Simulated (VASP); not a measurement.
Runs of VASP 6.6.1 on MgO. The structure is that of space group P6_3mc (No. 186), or close to it. The cells are those of the table. 

| cell | gap on the mesh (eV) | pressure (GPa) | largest force (eV/Å) |
| --- | --- | --- | --- |
| a = 3.351, b = 3.351, c = 5.048 Å, angles 90.0, 90.0, 120.0°, 4 atoms | 3.91 | -5.7 | 0.07 |
| a = 3.330, b = 3.330, c = 5.016 Å, angles 90.0, 90.0, 120.0°, 4 atoms | 4.02 | -3.5 | 0.05 |
| a = 3.240, b = 3.240, c = 4.881 Å, angles 90.0, 90.0, 120.0°, 4 atoms | 4.49 | 7.7 | (a) |
| a = 3.263, b = 3.263, c = 4.916 Å, angles 90.0, 90.0, 120.0°, 4 atoms | 4.37 | 4.5 | 0.02 |
| a = 3.373, b = 3.373, c = 5.081 Å, angles 90.0, 90.0, 120.0°, 4 atoms | 3.80 | -7.6 | (b) |

Alike in all rows: task single point; level r2SCAN; potentials or basis VASP PAW PBE potentials, release 64 (Mg, O); no spin polarisation; k mesh 6 × 6 × 4; cutoff (eV) 520; smearing gaussian 0.01 eV.

Task: Fill in the values left out.

Result: (a) 0.04; (b) 0.08.

Caveats: the PAW data sets were made with another functional, which shifts forces and pressure a little.

